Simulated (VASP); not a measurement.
# BeS: single point with r2SCAN

The system is BeS.

```xyz
2
Lattice="0.0428 2.3173 2.3173 2.3173 0.0428 2.3173 2.3601 2.3601 0.0000" Properties=species:S:1:pos:R:3 pbc="T T T"
Be    0.0000    0.0000    0.0000
S     2.3601    2.3601    2.3173
```

This cell differs from its parent crystal: shear xy strain +3.7%.

```yaml
Program: VASP 6.6.1
Task: single point
Functional: r2SCAN
Potentials_or_basis: VASP PAW PBE potentials, release 64 (Be, S)
Cutoff: 520 eV
k_mesh: 10 × 10 × 10
Occupations: gaussian, width 0.01 eV
Spin: no spin polarisation
```

The pressure is -0.1 GPa and the band gap on the k mesh is 1.11 eV (least direct gap 4.19 eV).

Stress tensor (GPa, compression positive):
```
 0.05 -4.57  0.00
-4.57  0.05  0.00
 0.00  0.00 -0.25
```

Levels at points of the mesh, in eV from the valence-band top:
| k point | band 1 | band 2 | band 3 | band 4 | band 5 | band 6 | band 7 | band 8 | band 9 |
| --- | --- | --- | --- | --- | --- | --- | --- | --- | --- |
| (0.00, 0.00, 0.00) | -15.94 | -0.75 | -0.47 | -0.17 | 5.95 | 8.80 | 9.25 | 9.60 | 10.42 |
| (0.50, 0.00, 0.00) | -13.48 | -7.56 | -0.93 | -0.77 | 4.01 | 4.14 | 4.56 | 10.83 | 15.95 |
| (0.50, 0.50, 0.00) | -12.51 | -7.14 | -3.79 | -3.08 | 1.11 | 4.72 | 12.69 | 12.90 | 14.73 |
| (0.00, 0.00, 0.50) | -13.68 | -7.71 | -0.70 | -0.50 | 4.25 | 4.59 | 4.92 | 11.16 | 15.55 |
| (0.50, 0.00, 0.50) | -12.50 | -7.14 | -3.45 | -3.44 | 1.15 | 4.66 | 12.70 | 12.78 | 14.73 |

Wall time 61 s on 1 thread of Intel(R) Xeon(R) 6975P-C (Granite Rapids), on a shared host, peak memory 0.17 GiB.

Caveat: the cell differs from its parent crystal (shear xy strain +3.7%); the structure was generated, so it needn't be the stable form of BeS; the PAW data sets were made with another functional, which shifts forces and pressure a little. A k mesh can miss the band edges.
